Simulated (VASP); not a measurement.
# Nb7C4S8 (a cell with a defect) in VASP: notebook

The runs below take Nb7C4S8 (a cell with a defect) through single point, with PBEsol.

Everything below comes from runs of VASP 6.6.1. Logs are shortened: lines on timing, memory, paths and dates and some standing lists are left out, and cuts for length are marked.

### Step 1. The cell of the first run

The cell holds a defect, 19 atoms: a = 6.543 Å, b = 6.543 Å, c = 8.689 Å, α = 100.85°, β = 100.85°, γ = 60.00°.

### Step 2. Single point, PBEsol

Input file INCAR:

```
SYSTEM = Nb7C4S8
PREC     = Accurate       ! precision mode
ENCUT    = 520            ! plane-wave cutoff, eV
EDIFF    = 1E-6           ! SCF threshold, eV
ISMEAR   = -1             ! smearing method
SIGMA    = 0.05           ! smearing width, eV
LREAL    = Auto         
LASPH    = .TRUE.         ! aspherical terms in the spheres
NELM     = 60             ! most SCF steps
ALGO     = Normal         ! electronic algorithm
ISIF     = 2              ! what is computed and relaxed
LWAVE    = .FALSE.        ! write WAVECAR
LCHARG   = .FALSE.        ! write CHGCAR
GGA      = PS             ! functional
NBANDS   = 92             ! bands
```

Input file KPOINTS:

```
Automatic mesh
0
G
  3 3 2
  0 0 0
```

Input file POSCAR:

```
Nb7C4S8
1.0
    3.2713142500      5.6660824900      0.0000000000
   -3.2713142500      5.6660824900      0.0000000000
    0.0000000000     -1.8886941600      8.4813790000
Nb S C
7 8 4
Direct
    0.1889094638      0.1767761141      0.1414462200
    0.3066539472      0.3255701978      0.8668047967
    0.3161160893      0.8088657541      0.8558129521
    0.6264758669      0.2477556018      0.1705451437
    0.8100789549      0.3167741615      0.8583230392
    0.6941114835      0.7061326459      0.1478379872
    0.8230600275      0.8233226130      0.8721935431
    0.1242328517      0.1201314420      0.6686838308
    0.3649891780      0.3689349927      0.3545570832
    0.1139004337      0.6205662179      0.6739951133
    0.3530918153      0.8457485511      0.2916832275
    0.6169463012      0.1121161706      0.6729030739
    0.8815438458      0.3898650045      0.3311639534
    0.6222259483      0.6238494548      0.6705151367
    0.8690362881      0.9032613706      0.3296636078
    0.0019871454      0.0125361167     -0.0145110836
   -0.0026776998      0.4982426872     -0.0031873355
    0.5002821470      0.0144850396      0.0094416250
    0.5086956505      0.5038517258     -0.0111685847
```

Potentials or basis: VASP PAW PBE potentials, release 64 (Nb_sv, S, C).

Command:

```bash
$ cat potpaw_PBE.64/Nb_sv/POTCAR potpaw_PBE.64/S/POTCAR potpaw_PBE.64/C/POTCAR > POTCAR
$ mpirun -np 1 vasp_std > vasp.out
```

OUTCAR:

```text
SYSTEM = Nb7C4S8
   PREC = Accurate
   ENCUT = 520
   EDIFF = 1E-6
   ISMEAR = -1
   LREAL = Auto
   LASPH = .TRUE.
   NELM = 60
   ISIF = 2
   GGA = PS

 ion  position               nearest neighbor table
   1  0.189  0.177  0.141-  16 2.15  18 2.20  17 2.31  11 2.40   9 2.47  13 2.51   3 3.03
   2  0.307  0.326  0.867-  17 2.18  19 2.19  18 2.25  10 2.47   8 2.48  12 2.55   4 2.99
   3  0.316  0.809  0.856-  19 2.17  16 2.20  18 2.32  10 2.42  14 2.47   8 2.51   1 3.03
   4  0.626  0.248  0.171-  18 2.23  19 2.27   9 2.30  13 2.40  15 2.51   2 2.99
   5  0.810  0.317  0.858-  16 2.14  19 2.14  17 2.17  12 2.47  14 2.49   8 2.54
   6  0.694  0.706  0.148-  18 2.21  17 2.26  19 2.33  15 2.34  11 2.44  13 2.51   7 3.02
   7  0.823  0.823  0.872-  16 2.10  17 2.23  18 2.28  12 2.49  10 2.49  14 2.55   6 3.02
   8  0.124  0.120  0.669-   2 2.48   3 2.51   5 2.54
   9  0.365  0.369  0.355-   4 2.30   1 2.47
  10  0.114  0.621  0.674-   3 2.42   2 2.47   7 2.49
  11  0.353  0.846  0.292-   1 2.40   6 2.44
  12  0.617  0.112  0.673-   5 2.47   7 2.49   2 2.55
  13  0.882  0.390  0.331-   4 2.40   1 2.51   6 2.51
  14  0.622  0.624  0.671-   3 2.47   5 2.49   7 2.55
  15  0.869  0.903  0.330-   6 2.34   4 2.51
  16  0.002  0.013  0.985-   7 2.10   5 2.14   1 2.15   3 2.20
  17  0.997  0.498  0.997-   5 2.17   2 2.18   7 2.23   6 2.26   1 2.31
  18  0.500  0.014  0.009-   1 2.20   6 2.21   4 2.23   2 2.25   7 2.28   3 2.32
  19  0.509  0.504  0.989-   5 2.14   3 2.17   2 2.19   4 2.27   6 2.33

  LATTYP: Found a base centered monoclinic cell.
 ALAT       =    11.3321649800
 B/A-ratio  =     0.5773502690
 C/A-ratio  =     0.7667668613
 COS(beta)  =    -0.2173628971

  Lattice vectors:

 A1 = (   3.2713142500,   5.6660824900,   0.0000000000)
 A2 = (  -3.2713142500,   5.6660824900,   0.0000000000)
 A3 = (   0.0000000000,  -1.8886941600,   8.4813790000)

Analysis of symmetry for initial positions (statically):
=====================================================================
 Subroutine PRICEL returns:
 Original cell was already a primitive cell.

 Routine SETGRP: Setting up the symmetry group for a
 base centered monoclinic supercell.

 Subroutine GETGRP returns: Found  1 space group operations
 (whereof  1 operations were pure point group operations)
 out of a pool of  4 trial point group operations.

The static configuration has the point symmetry C_1 .

Analysis of symmetry for dynamics (positions and initial velocities):
=====================================================================
 Subroutine PRICEL returns:
 Original cell was already a primitive cell.

 Routine SETGRP: Setting up the symmetry group for a
 base centered monoclinic supercell.

 Subroutine GETGRP returns: Found  1 space group operations
 (whereof  1 operations were pure point group operations)
 out of a pool of  4 trial point group operations.

[... 131 lines left out ...]
   NUPDOWN=      -1.0000    fix difference up-down
   EMIN   =  10.00;   EMAX   =-10.00  energy-range for DOS
   EFERMI =   0.00;   METHOD = LEGACY
   ISMEAR =    -1;   SIGMA  =   0.05  broadening in eV -4-tet -1-fermi 0-gaus
   EFERMI_NEDOS =   21; number of points for ismear=-14 and -15
   IALGO  =     38    algorithm
   IMIX   =      4    mixing-type and parameters
     AMIX     =   0.40;   BMIX     =  1.00
     AMIX_MAG =   1.60;   BMIX_MAG =  1.00
  volume/ion in A,a.u.               =      16.55       111.67
  Fermi-wavevector in a.u.,A,eV,Ry     =   1.293257  2.443901 22.755932  1.672514
  Thomas-Fermi vector in A             =   2.424914
   LORBIT       =      0    0 simple, 1 ext, 2 COOP (PROOUT), +10 PAW based schemes
   GGA     = PS    functional components
   LHFCALC =     F    Hartree Fock is set to
   AEXX    =    0.0000 exact exchange contribution
   IVDW    =     0    specifies the selected vdW correction
   LEPSILON=     F    determine dielectric tensor
   LRPA    =     F    only Hartree local field effects (RPA)
 non-spin polarized calculation
  energy-cutoff  :      520.00
  volume of cell :      314.41
 maximum number of plane-waves:      8481
 NGX is ok and might be reduce to    50
   NGX = 25   NGY = 25   NGZ = 33

 number of electron     154.9999998 magnetization

 Free energy of the ion-electron system (eV)
  ---------------------------------------------------
  ext. energy  EPLUGINS =         0.00000000
  ---------------------------------------------------
  free energy    TOTEN  =      -162.73476759 eV

  energy without entropy =     -162.65316079  energy(sigma->0) =     -162.69396419

 E-fermi :   7.3733     XC(G=0): -11.1161

 val. band max:        7.3551461874   @ k =   0.0000   0.0000   0.0000
 cond. band min:       7.3789249981   @ k =   0.3333   0.3333   0.5000
 fundamental gap:      0.0237788107
 Fermi energy:         7.3733107862

 k-point     1 :       0.0000    0.0000    0.0000
  band No.  band energies     occupation
      1     -47.9844      2.00000
      2     -47.9386      2.00000
      3     -47.8957      2.00000
      4     -47.8810      2.00000
      5     -47.8714      2.00000
      6     -47.7572      2.00000
[... 909 lines left out ...]
     88       9.5950      0.00000
     89       9.7177      0.00000
 [bands above 89 left out]

------------------------ aborting loop because EDIFF is reached ----------------------------------------

  FORCE on cell =-STRESS in cart. coord.  units (eV):
  Direction    XX          YY          ZZ          XY          YZ          ZX
  --------------------------------------------------------------------------------------
  -------------------------------------------------------------------------------------
  Total       -7.0210505     -5.5953993     -3.0516902      1.5806833      3.8697838      1.1396601
  in kB      -35.7775874    -28.5128115    -15.5506807      8.0547824     19.7194892      5.8074343
  external PRESSURE =     -26.6136932 kB  Pullay stress =       0.0000000 kB

 VOLUME and BASIS-vectors are now :
 -----------------------------------------------------------------------------
  energy-cutoff  :      520.00
  volume of cell :      314.41
      direct lattice vectors                 reciprocal lattice vectors
     3.271314250  5.666082490  0.000000000     0.152843769  0.088244391  0.019650892
    -3.271314250  5.666082490  0.000000000    -0.152843769  0.088244391  0.019650892
     0.000000000 -1.888694160  8.481379000     0.000000000  0.000000000  0.117905355

 POSITION                                       TOTAL-FORCE (eV/Angst)
 -----------------------------------------------------------------------------------
      0.03969      1.80486      1.19966        -0.050708      0.010947      0.148276
     -0.06188      1.94511      7.35170        -0.114042     -0.055109      0.002262
     -1.61194      4.75787      7.25847        -0.064355     -0.043465      0.112309
      1.23891      4.63136      1.44646         1.317394     -0.260781     -0.349805
      1.61376      4.76373      7.27976        -0.048516     -0.009675      0.039049
     -0.03932      7.65468      1.25387        -0.106448     -0.235830      0.044852
[... 11 lines left out ...]
      1.58920      2.89888      0.08008        -0.002394     -0.111435     -0.025015
      0.01585      3.86958      8.38665         0.039531     -0.131703      0.100746
 -----------------------------------------------------------------------------------
    total drift:                                0.005536      0.011483     -0.006753

  FREE ENERGIE OF THE ION-ELECTRON SYSTEM (eV)
  ---------------------------------------------------
  free  energy   TOTEN  =      -162.7347675859 eV

  energy  without entropy=     -162.6531607920  energy(sigma->0) =     -162.69396419
```

Wall time 7 min (1 thread of Intel Xeon 6975P-C (Granite Rapids), shared host); peak memory 0.52 GiB.

What came out:

| Item | Value |
| --- | --- |
| Free energy | -162.7348 eV |
| Pressure | -2.7 GPa |
| Largest force | 1.388 eV/Å |
| Band gap on the k mesh | zero (an odd number of electrons rules out a gap without spin polarisation) |

Forces on the atoms (eV/Å):
```
Nb  -0.051  0.011  0.148
Nb  -0.114 -0.055  0.002
Nb  -0.064 -0.043  0.112
Nb   1.317 -0.261 -0.350
Nb  -0.049 -0.010  0.039
Nb  -0.106 -0.236  0.045
Nb  -0.061 -0.039  0.028
S   -0.014 -0.134  0.043
S    0.056  0.572 -0.388
S   -0.063 -0.039  0.063
S   -0.340  0.391  0.131
S   -0.066 -0.064  0.020
S   -0.170  0.228  0.145
S   -0.070 -0.112  0.043
S    0.024  0.241 -0.200
C   -0.143 -0.118  0.110
C   -0.123 -0.089 -0.067
C   -0.002 -0.111 -0.025
C    0.040 -0.132  0.101
```

Levels at points of the mesh, in eV from the Fermi level:
```csv
k point,band 73,band 74,band 75,band 76,band 77,band 78,band 79,band 80,band 81,band 82
"(0.00, 0.00, 0.00)",-0.88,-0.77,-0.63,-0.54,-0.32,-0.02,0.16,0.56,0.71,0.88
"(0.00, 0.00, 0.50)",-1.05,-0.98,-0.63,-0.59,-0.24,-0.04,0.11,0.50,0.61,1.04
```

Caveat: the k points lie up to 0.37 Å⁻¹ apart, too coarse for converged energies and pressures of a metal; the PAW data sets were made with another functional, which shifts forces and pressure a little.

### Step 3. Single point, PBEsol

Input file INCAR:

```
PREC = Accurate ; ENCUT = 520
EDIFF = 1E-7 ; ISMEAR = -1
SIGMA = 0.05 ; LREAL = Auto
LASPH = True ; NELM = 80
ALGO = Normal ; ISIF = 2
LWAVE = False ; LCHARG = False
GGA = PS ; NBANDS = 92
```

Input file KPOINTS:

```
Automatic mesh
0
Gamma
  3 3 2
```

Input file POSCAR:

```
Nb7C4S8
1.0
    3.2713142500      5.6660824900      0.0000000000
   -3.2713142500      5.6660824900      0.0000000000
    0.0000000000     -1.8886941600      8.4813790000
Nb S C
7 8 4
Direct
    0.1843678570      0.1770481689      0.1331703253
    0.3124158785      0.3248925154      0.8654794226
    0.3149489396      0.8121167064      0.8487678714
    0.5446169255      0.3567242460      0.1903343784
    0.8105999070      0.3156569342      0.8543528122
    0.7046867413      0.7112963173      0.1452637596
    0.8251434025      0.8248664496      0.8711431242
    0.1248354551      0.1268511587      0.6663964669
    0.3389493886      0.3566025382      0.3736981922
    0.1144051914      0.6226070555      0.6720501466
    0.3559508026      0.8107334637      0.2846094957
    0.6196286035      0.1147015700      0.6728491912
    0.8788903833      0.3720858169      0.3227464543
    0.6266108822      0.6270831694      0.6695011507
    0.8556937570      0.9012152168      0.3406804483
    0.0121120759      0.0101938866     -0.0208284525
    0.0047894950      0.4992060739      0.0009358148
    0.5013291731      0.0229232847      0.0108496507
    0.5063206517      0.5144461322     -0.0161398282
```

Potentials or basis: VASP PAW PBE potentials, release 64 (Nb_sv, S, C).

Command:

```bash
$ cat potpaw_PBE.64/Nb_sv/POTCAR potpaw_PBE.64/S/POTCAR potpaw_PBE.64/C/POTCAR > POTCAR
$ mpirun -np 1 vasp_std > vasp.out
```

Wall time 8 min (1 thread of Intel Xeon 6975P-C (Granite Rapids), shared host); peak memory 0.51 GiB.

The run converged. Its results:

```
Free energy            : -161.3551 eV
Pressure               : -2.1 GPa
Largest force          : 0.945 eV/Å
Band gap on the k mesh : zero (an odd number of electrons rules out a gap without spin polarisation)
```

Forces on the atoms (eV/Å):
```
Nb  -0.010 -0.141  0.026
Nb  -0.099 -0.037 -0.052
Nb  -0.068  0.007 -0.021
Nb   0.914 -0.159 -0.179
Nb  -0.031 -0.022 -0.012
Nb  -0.053 -0.038  0.009
Nb  -0.017  0.006  0.035
S   -0.048 -0.032 -0.002
S   -0.139  0.157 -0.030
S   -0.057  0.001  0.038
S    0.172 -0.262 -0.222
S   -0.041  0.007  0.050
S    0.028  0.363  0.263
S   -0.031 -0.038  0.052
S   -0.251  0.214 -0.134
C   -0.011 -0.017  0.048
C   -0.081 -0.062 -0.004
C   -0.092  0.062  0.108
C   -0.085 -0.011  0.026
```

Stress tensor (GPa, compression positive):
```
-4.42  3.48  0.32
 3.48 -2.24  0.22
 0.32  0.22  0.36
```

Levels at points of the mesh, in eV from the Fermi level:
```csv
k point,band 73,band 74,band 75,band 76,band 77,band 78,band 79,band 80,band 81,band 82
"(0.00, 0.00, 0.00)",-0.96,-0.83,-0.53,-0.48,-0.22,0.10,0.21,0.34,0.64,0.69
"(0.00, 0.00, 0.50)",-1.14,-0.84,-0.61,-0.40,-0.15,0.03,0.13,0.45,0.63,0.71
```

Caveat: the k points lie up to 0.37 Å⁻¹ apart, too coarse for converged energies and pressures of a metal; the PAW data sets were made with another functional, which shifts forces and pressure a little.

The gap in the log of VASP goes by the Fermi energy; the results here count the filled bands.